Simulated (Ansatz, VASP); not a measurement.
Na2B3: VASP beside Ansatz

```
CELL_PARAMETERS angstrom
3.75924 0.00000 0.00000
0.00000 3.75924 0.00000
0.00000 0.00000 6.62899
ATOMIC_POSITIONS crystal
Na 0.00000 0.00000 0.50000
Na 0.50000 0.50000 0.00000
B 0.00000 0.00000 0.11966
B 0.00000 0.00000 0.88034
B 0.50000 0.50000 0.50000
```

Alike in both runs: functional PBE; k mesh 10 × 10 × 6; occupations gaussian, width 0.1 eV; no spin polarisation.

Ansatz relaxed the structure, and its values are those at the end. VASP's run is a single point on that final structure, the one shown.

```csv
,VASP,Ansatz
version,VASP 6.6.1,Ansatz 0.2.0
potentials or method,"VASP PAW PBE potentials, release 64 (Na_pv, B), cutoff 520 eV","scalar-relativistic, plane waves, PAW"
valence electrons in the cell,23,27
```

Ansatz gave:

```
gap on the k mesh at the Fermi level (eV) : none
pressure (GPa)                            : 0.0
rms of the force components (eV/Å)        : 0.001
```

Problem. Estimate VASP's values.

Solution. gap on the k mesh at the Fermi level (eV): none; pressure (GPa): 0.0; rms of the force components (eV/Å): 0.006.

A gap of «none» marks a metal or a gap that the smearing closes. The functional is the same, so the differences come from potentials, cutoffs and numerics. VASP's potentials hold 23 valence electrons a cell and Ansatz's 27, so a difference there can come from the potentials and not from the codes.
